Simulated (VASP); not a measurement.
# Mg5Se (Cmmm) in VASP: notebook

Runs on Mg5Se. Level: PBE. Tasks: relaxation of cell and atoms.

Everything below comes from runs of VASP 6.6.1. Logs are shortened: lines on timing, memory, paths and dates and some standing lists are left out, and cuts for length are marked.

## (1) The cell of the first run

Symmetry: Cmmm, No. 65, orthorhombic system. The conventional cell has a = 5.490 Å, b = 8.469 Å, c = 7.367 Å, α = 90.00°, β = 90.00°, γ = 90.00°. Within 3.5 Å of Mg (site symmetry m) lie 1 Se at 2.64 Å and 7 Mg at 2.94 to 3.45 Å. Within 4.1 Å of Mg (site symmetry mmm) lie 12 Mg at 3.14 to 3.45 Å. Se (site symmetry mmm) has 4 Mg at 2.64 Å within 3.5 Å.

The cell was built from a structure type or drawn by symmetry, and may not be a known phase.

## (2) Relaxation of cell and atoms, PBE

INCAR

```
SYSTEM = Mg5Se
ALGO = Normal
EDIFF = 1E-6
EDIFFG = -0.04
ENCUT = 600
GGA = PE
IBRION = 2
ISIF = 3
ISMEAR = 0
LASPH = .True.
LCHARG = .False.
LREAL = .False.
LWAVE = .False.
NELM = 100
NSW = 90
PREC = Accurate
SIGMA = 0.1
```

KPOINTS

```
k-points
0
Gamma
  4 4 4
  0 0 0
```

POSCAR

```
Mg5Se
1.0
    2.7448092583     -4.2346826589      0.0000000000
    2.7448092583      4.2346826589      0.0000000000
    0.0000000000      0.0000000000      7.3667488492
Mg Se
5 1
Direct
    0.8263949704      0.1736050296      0.2980200646
    0.1736050296      0.8263949704      0.2980200646
    0.8263949704      0.1736050296      0.7019799354
    0.1736050296      0.8263949704      0.7019799354
    0.5000000000      0.5000000000      0.5000000000
    0.0000000000      0.0000000000      0.0000000000
```

Potentials or basis: VASP PAW PBE potentials, release 64 (Mg, Se).

On the command line:

```sh
$ cat potpaw_PBE.64/Mg/POTCAR potpaw_PBE.64/Se/POTCAR > POTCAR
$ mpirun -np 1 vasp_std > vasp.out
```

OUTCAR:

```text
SYSTEM = Mg5Se
   EDIFF = 1E-6
   EDIFFG = -0.04
   ENCUT = 600
   GGA = PE
   IBRION = 2
   ISIF = 3
   ISMEAR = 0
   LASPH = .True.
   LREAL = .False.
   NELM = 100
   NSW = 90
   PREC = Accurate

 ion  position               nearest neighbor table
   1  0.826  0.174  0.298-   6 2.64   2 2.94   3 2.98   2 3.03   2 3.03   5 3.14   5 3.45   5 3.45

   2  0.174  0.826  0.298-   6 2.64   1 2.94   4 2.98   1 3.03   1 3.03   5 3.14   5 3.45   5 3.45

   3  0.826  0.174  0.702-   6 2.64   4 2.94   1 2.98   4 3.03   4 3.03   5 3.14   5 3.45   5 3.45

   4  0.174  0.826  0.702-   6 2.64   3 2.94   2 2.98   3 3.03   3 3.03   5 3.14   5 3.45   5 3.45

   5  0.500  0.500  0.500-   1 3.14   2 3.14   3 3.14   4 3.14   2 3.45   4 3.45   1 3.45   3 3.45
                             2 3.45   4 3.45   1 3.45   3 3.45
   6  0.000  0.000  0.000-   1 2.64   2 2.64   3 2.64   4 2.64

  LATTYP: Found a base centered orthorhombic cell.
 ALAT       =     5.4896185166
 B/A-ratio  =     1.5427966975
 C/A-ratio  =     1.3419418539

  Lattice vectors:

 A1 = (   2.7448092583,  -4.2346826589,   0.0000000000)
 A2 = (   2.7448092583,   4.2346826589,   0.0000000000)
 A3 = (   0.0000000000,   0.0000000000,   7.3667488492)

Analysis of symmetry for initial positions (statically):
=====================================================================
 Subroutine PRICEL returns:
 Original cell was already a primitive cell.

 Routine SETGRP: Setting up the symmetry group for a
 base centered orthorhombic supercell.

 Subroutine GETGRP returns: Found  8 space group operations
 (whereof  8 operations were pure point group operations)
 out of a pool of  8 trial point group operations.

The static configuration has the point symmetry D_2h.

Analysis of symmetry for dynamics (positions and initial velocities):
=====================================================================
 Subroutine PRICEL returns:
 Original cell was already a primitive cell.

 Routine SETGRP: Setting up the symmetry group for a
 base centered orthorhombic supercell.

 Subroutine GETGRP returns: Found  8 space group operations
 (whereof  8 operations were pure point group operations)
 out of a pool of  8 trial point group operations.

The dynamic configuration has the point symmetry D_2h.

 Subroutine INISYM returns: Found  8 space group operations
 (whereof  8 operations are pure point group operations),
 and found     1 'primitive' translations

----------------------------------------------------------------------------------------

                                     Primitive cell

  volume of cell :     171.2533

  direct lattice vectors                    reciprocal lattice vectors
     2.744809258 -4.234682659  0.000000000     0.182162020 -0.118072602  0.000000000
     2.744809258  4.234682659  0.000000000     0.182162020  0.118072602  0.000000000
     0.000000000  0.000000000  7.366748849     0.000000000  0.000000000  0.135745092

  length of vectors
     5.046435880  5.046435880  7.366748849     0.217080955  0.217080955  0.135745092

  position of ions in fractional coordinates (direct lattice)
     0.826394970  0.173605030  0.298020065
     0.173605030  0.826394970  0.298020065
     0.826394970  0.173605030  0.701979935
     0.173605030  0.826394970  0.701979935
     0.500000000  0.500000000  0.500000000
     0.000000000  0.000000000  0.000000000

  ion indices of the primitive-cell ions
   primitive index   ion index
                 1           1
                 2           2
                 3           3
                 4           4
                 5           5
                 6           6

----------------------------------------------------------------------------------------

 KPOINTS: k-points

Automatic generation of k-mesh.
 Grid dimensions read from file:
 generate k-points for:    4    4    4

 Generating k-lattice:

  Cartesian coordinates                     Fractional coordinates (reciprocal lattice)
     0.045540505 -0.029518150  0.000000000     0.250000000 -0.000000000  0.000000000
     0.045540505  0.029518150  0.000000000    -0.000000000  0.250000000  0.000000000
     0.000000000  0.000000000  0.033936273     0.000000000  0.000000000  0.250000000

  Length of vectors
     0.054270239  0.054270239  0.033936273

  Shift w.r.t. Gamma in fractional coordinates (k-lattice)
     0.000000000  0.000000000  0.000000000

 Subroutine IBZKPT returns following result:
 ===========================================

 Found     21 irreducible k-points:

 Following reciprocal coordinates:
            Coordinates               Weight
  0.000000  0.000000  0.000000      1.000000
  0.250000  0.000000  0.000000      4.000000
  0.500000  0.000000  0.000000      2.000000
  0.250000  0.250000  0.000000      2.000000
  0.500000  0.250000  0.000000      4.000000
 -0.250000  0.250000  0.000000      2.000000
[... 13 lines left out ...]
 -0.250000  0.250000  0.500000      2.000000
  0.500000  0.500000  0.500000      1.000000
   k-points           NKPTS =     21   k-points in BZ     NKDIM =     21   number of bands    NBANDS=     12
   number of dos      NEDOS =    301   number of ions     NIONS =      6
   total plane-waves  NPLWV =  96000
   dimension x,y,z NGX =    40 NGY =   40 NGZ =   60
   dimension x,y,z NGXF=    80 NGYF=   80 NGZF=  120
   ions per type =               5   1
   NGX,Y,Z   is equivalent  to a cutoff of  13.18, 13.18, 13.54 a.u.
   NGXF,Y,Z  is equivalent  to a cutoff of  26.35, 26.35, 27.08 a.u.
 SYSTEM =  Mg5Se
   PREC   = accura    normal or accurate (medium, high low for compatibility)
   ISTART =      0    job   : 0-new  1-cont  2-samecut
   ICHARG =      2    charge: 1-file 2-atom 10-const
   ISPIN  =      1    spin polarized calculation?
   LNONCOLLINEAR =      F non collinear calculations
   LSORBIT =      F    spin-orbit coupling
   LASPH  =      T    aspherical Exc in radial PAW
   ENCUT  =  600.0 eV  44.10 Ry    6.64 a.u.  10.08 10.08 14.71*2*pi/ulx,y,z
   NELM   =    100;   NELMIN=  2; NELMDL= -5     # of ELM steps
   EDIFF  = 0.1E-05   stopping-criterion for ELM
   LREAL  =      F    real-space projection
   EDIFFG = -.4E-01   stopping-criterion for IOM
   NSW    =     90    number of steps for IOM
   IBRION =      2    ionic relax: 0-MD 1-quasi-New 2-CG
   NFREE  =      1    steps in history (QN), initial steepest desc. (CG)
   ISIF   =      3    stress and relaxation
   ISYM   =      2    0-nonsym 1-usesym 2-fastsym
   POTIM  = 0.5000    time-step for ionic-motion
   TEBEG  =    0.0;   TEEND  =   0.0 temperature during run
   PSTRESS=    0.0 pullay stress
   NELECT =      16.0000    total number of electrons
   NUPDOWN=      -1.0000    fix difference up-down
   EMIN   =  10.00;   EMAX   =-10.00  energy-range for DOS
   EFERMI =   0.00;   METHOD = LEGACY
   ISMEAR =     0;   SIGMA  =   0.10  broadening in eV -4-tet -1-fermi 0-gaus
   EFERMI_NEDOS =   21; number of points for ismear=-14 and -15
   IALGO  =     38    algorithm
   IMIX   =      4    mixing-type and parameters
     AMIX     =   0.40;   BMIX     =  1.00
     AMIX_MAG =   1.60;   BMIX_MAG =  1.00
  volume/ion in A,a.u.               =      28.54       192.61
  Fermi-wavevector in a.u.,A,eV,Ry     =   0.742851  1.403785  7.508075  0.551828
  Thomas-Fermi vector in A             =   1.837828
   LORBIT       =      0    0 simple, 1 ext, 2 COOP (PROOUT), +10 PAW based schemes
   GGA     = PE    functional components
   LHFCALC =     F    Hartree Fock is set to
   AEXX    =    0.0000 exact exchange contribution
   IVDW    =     0    specifies the selected vdW correction
   LEPSILON=     F    determine dielectric tensor
   LRPA    =     F    only Hartree local field effects (RPA)
 conjugate gradient relaxation of ions
 non-spin polarized calculation
 Gauss-broadening in eV      SIGMA  =   0.10
  energy-cutoff  :      600.00
  volume of cell :      171.25
 maximum number of plane-waves:      5760
   NGX = 21   NGY = 21   NGZ = 29

--------------------------------------- Ionic step        1  -------------------------------------------

 number of electron      16.0000001 magnetization

 Free energy of the ion-electron system (eV)
  ---------------------------------------------------
  ext. energy  EPLUGINS =         0.00000000
  ---------------------------------------------------
  free energy    TOTEN  =       -11.21212857 eV

  energy without entropy =      -11.19677739  energy(sigma->0) =      -11.20445298

------------------------ aborting loop because EDIFF is reached ----------------------------------------

  FORCE on cell =-STRESS in cart. coord.  units (eV):
  Direction    XX          YY          ZZ          XY          YZ          ZX
  --------------------------------------------------------------------------------------
  -------------------------------------------------------------------------------------
  Total       -0.1397902      0.4302069     -0.0210149      0.0000000      0.0000000      0.0000000
  in kB       -1.3078216      4.0248439     -0.1966069      0.0000000      0.0000000      0.0000000
  external PRESSURE =       0.8401384 kB  Pullay stress =       0.0000000 kB
[... 101 lines left out ...]
  FREE ENERGIE OF THE ION-ELECTRON SYSTEM (eV)
  ---------------------------------------------------
  free  energy   TOTEN  =       -11.2150986136 eV

  energy  without entropy=      -11.1976942007  energy(sigma->0) =      -11.20639641

[... ionic steps 4 to 27 ...]

--------------------------------------- Ionic step       28  -------------------------------------------

 number of electron      16.0000000 magnetization

------------------------ aborting loop because EDIFF is reached ----------------------------------------

  FORCE on cell =-STRESS in cart. coord.  units (eV):
  Direction    XX          YY          ZZ          XY          YZ          ZX
  --------------------------------------------------------------------------------------
  -------------------------------------------------------------------------------------
  Total       -0.1258059      0.0697633     -0.0283338      0.0000000      0.0000000      0.0000000
  in kB       -1.1774641      0.6529403     -0.2651870      0.0000000      0.0000000      0.0000000
  external PRESSURE =      -0.2632369 kB  Pullay stress =       0.0000000 kB
[... 65 lines left out ...]
  energy  without entropy=      -11.3295178686  energy(sigma->0) =      -11.33238604

--------------------------------------- Ionic step       30  -------------------------------------------

 number of electron      16.0000000 magnetization

 Free energy of the ion-electron system (eV)
  ---------------------------------------------------
  ext. energy  EPLUGINS =         0.00000000
  ---------------------------------------------------
  free energy    TOTEN  =       -11.33649048 eV

  energy without entropy =      -11.33066196  energy(sigma->0) =      -11.33357622

 E-fermi :   1.6274     XC(G=0):  -7.7783

 val. band max:        1.6264363809   @ k =   0.2500   0.2500   0.2500
 cond. band min:       1.6526846194   @ k =   0.0000   0.0000   0.5000
 fundamental gap:      0.0262482384
 Fermi energy:         1.6273670343

 k-point     1 :       0.0000    0.0000    0.0000
  band No.  band energies     occupation
      1     -11.2361      2.00000
      2      -3.8837      2.00000
      3      -3.2867      2.00000
      4      -1.5493      2.00000
      5      -0.1096      2.00000
      6       0.7645      2.00000
      7       0.8614      2.00000
      8       2.1761      0.00000
      9       2.6446      0.00000
     10       3.2213      0.00000
     11       3.7466      0.00000
     12       4.5326      0.00000
[... 331 lines left out ...]
  FREE ENERGIE OF THE ION-ELECTRON SYSTEM (eV)
  ---------------------------------------------------
  free  energy   TOTEN  =       -11.3364904789 eV

  energy  without entropy=      -11.3306619642  energy(sigma->0) =      -11.33357622

 reached required accuracy - stopping structural energy minimisation
```

It took 7.9 min on 1 thread of Intel Xeon 6975P-C (Granite Rapids), shared host; peak memory 0.34 GiB.

Results:

```
Free energy                           : -11.3365 eV
Relaxed volume                        : 28.50 Å³/atom
Relaxed cell                          : a = 5.499 Å, b = 5.499 Å, c = 7.312 Å, α = 90.00°, β = 90.00°, γ = 129.32°
Space group after relaxing (to 0.1 Å) : Cmmm (No. 65)
Energy gained by relaxing             : 20.7 meV/atom
Ionic steps                           : 30
Pressure after relaxing               : -0.1 GPa
Largest force after relaxing          : 0.015 eV/Å
Band gap on the k mesh                : zero (bands 8 and 9 overlap by 1.35 eV)
```

Forces in eV/Å, atoms in the order of the input:
```
Mg   0.000  0.015 -0.005
Mg   0.000 -0.015 -0.005
Mg   0.000  0.015  0.005
Mg   0.000 -0.015  0.005
Mg   0.000  0.000  0.000
Se   0.000  0.000  0.000
```

Stress tensor (GPa, compression positive):
```
 0.09  0.00  0.00
 0.00 -0.09  0.00
 0.00  0.00 -0.17
```

Step by step:
```
step  energy change (eV)  largest force (eV/Å)  pressure (GPa)  volume (Å³)
   1              0.0000                0.0654            0.08       171.25
   2             -0.0019                0.0455           -0.02       171.62
   3             -0.0030                0.0571           -0.20       172.29
   4             -0.0045                0.0523           -0.12       171.63
   5             -0.0059                0.0579            0.06       170.12
   6             -0.0075                0.0638            0.07       169.80
   7             -0.0122                0.0842            0.15       168.81
   8             -0.0127                0.1385            0.43       166.78
   9             -0.0147                0.1066            0.27       167.85
  10             -0.0180                0.1105            0.15       168.33
  11             -0.0203                0.1194           -0.03       169.15
  12             -0.0236                0.0953           -0.04       169.25
  13             -0.0286                0.0680           -0.04       169.55
  14             -0.0287                0.0759           -0.05       169.61
  15             -0.0318                0.0518           -0.06       169.52
  16             -0.0399                0.0794           -0.03       169.21
  17             -0.0347                0.2887            0.19       168.42
  18             -0.0417                0.1354            0.04       169.00
  19             -0.0447                0.1514            0.06       168.98
  20             -0.0523                0.2147            0.09       168.90
  21             -0.0565                0.3535            0.16       168.53
  22             -0.0601                0.3624            0.15       168.64
  23             -0.0653                0.3841            0.12       168.87
  24             -0.0738                0.3529            0.10       169.03
  25             -0.0947                0.2621            0.08       169.52
  26             -0.1169                0.1270            0.07       170.48
  27             -0.1185                0.1268            0.07       170.82
  28             -0.1216                0.0861           -0.03       171.18
  29             -0.1231                0.0282           -0.17       171.72
  30             -0.1244                0.0153           -0.06       171.03
```

Final structure:
```
Mg Se
1.0
     2.35332   -4.96977    0.00000
     2.35332    4.96977    0.00000
     0.00000    0.00000    7.31179
Mg Se
5 1
Direct
  0.84219 0.15781 0.28841
  0.15781 0.84219 0.28841
  0.84219 0.15781 0.71159
  0.15781 0.84219 0.71159
  0.50000 0.50000 0.50000
  0.00000 0.00000 0.00000
```

Levels at points of the mesh, in eV from the Fermi level:
```csv
k point,band 4,band 5,band 6,band 7,band 8,band 9,band 10,band 11,band 12
"(0.00, 0.00, 0.00)",-3.18,-1.74,-0.86,-0.77,0.55,1.02,1.59,2.12,2.91
"(0.50, 0.00, 0.00)",-3.66,-3.09,-2.00,-1.01,-0.90,-0.06,0.35,1.76,2.02
"(0.50, 0.50, 0.00)",-4.00,-2.87,-1.94,-1.82,0.80,1.15,1.37,2.16,2.56
"(0.00, 0.00, 0.50)",-3.14,-2.80,-1.71,0.03,0.24,0.98,1.69,1.80,2.94
"(0.50, 0.00, 0.50)",-3.41,-2.71,-2.39,-1.02,-0.59,-0.53,0.36,1.17,2.72
"(0.50, 0.50, 0.50)",-4.15,-2.44,-1.87,-0.69,-0.41,0.37,1.61,1.61,3.42
```

(Continued in part 2 of 2.)
